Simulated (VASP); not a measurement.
Wanted: the native input for a VASP 6.6.1 run.

```yaml
Task: single point
Functional: r2SCAN
Potentials_or_basis: VASP PAW PBE potentials, release 64 (C, Ba_sv)
Cutoff: 520 eV
k_mesh: 6 × 6 × 6
Occupations: fermi-dirac, width 0.02 eV
Spin: no spin polarisation
Dipole_correction: no
Further_INCAR_settings: ALGO = Normal; EDIFF = 1e-06; NBANDS = 19
```

Crystal: Ba2C.

```xyz
3
Lattice="0.0000 3.5066 3.5066 3.5515 0.0000 3.5066 3.5515 3.5066 0.0000" Properties=species:S:1:pos:R:3 pbc="T T T"
C     0.0000    0.0000    0.0000
Ba    1.7758    1.7533    1.7533
Ba    5.3273    5.2600    5.2600
```

This cell differs from its parent crystal: uniaxial x strain +1.3%.

The input as run:

POSCAR

```
Ba2C
1.0
    0.0000000000      3.5066490074      3.5066490074
    3.5515341147      0.0000000000      3.5066490074
    3.5515341147      3.5066490074      0.0000000000
C Ba
1 2
Direct
    0.0000000000      0.0000000000      0.0000000000
    0.2500000000      0.2500000000      0.2500000000
    0.7500000000      0.7500000000      0.7500000000
```

INCAR.step1

```
SYSTEM = Ba2C
  PREC = Accurate
  ENCUT = 520
  ISMEAR = -1
  SIGMA = 0.02
  LREAL = .FALSE.
  LASPH = .TRUE.
  NELM = 100
  NBANDS = 19
  GGA = PE
  ALGO = Normal
  EDIFF = 1E-4
  LWAVE = .TRUE.
  LCHARG = .FALSE.
```

INCAR.step2

```
SYSTEM = Ba2C
  PREC = Accurate
  ENCUT = 520
  EDIFF = 1E-6
  ISMEAR = -1
  SIGMA = 0.02
  LREAL = .FALSE.
  LASPH = .TRUE.
  NELM = 100
  ALGO = Normal
  ISIF = 2
  LWAVE = .FALSE.
  LCHARG = .FALSE.
  METAGGA = R2SCAN
  LMIXTAU = .TRUE.
  NBANDS = 19
  ISTART = 1
```

KPOINTS

```
regular mesh
0
G
  6 6 6
  0 0 0
```

Potentials or basis: VASP PAW PBE potentials, release 64 (C, Ba_sv).

Command:

```sh
$ cat potpaw_PBE.64/C/POTCAR potpaw_PBE.64/Ba_sv/POTCAR > POTCAR
$ cp INCAR.step1 INCAR
$ mpirun -np 1 vasp_std > vasp.out
$ cp INCAR.step2 INCAR
$ mpirun -np 1 vasp_std > vasp.out
```

It gave:

* Pressure: 0.8 GPa
* Band gap on the k mesh: zero (filled and empty bands touch)

Caveat: the cell differs from its parent crystal (uniaxial x strain +1.3%); the PAW data sets were made with another functional, which shifts forces and pressure a little; spin-orbit coupling is left out, which moves the levels of the heavy elements.

Run time: 3.6 min on 1 thread of Intel(R) Xeon(R) Platinum 8259CL CPU @ 2.50GHz (Skylake/Cascade Lake) (shared host), peak memory 0.27 GiB.
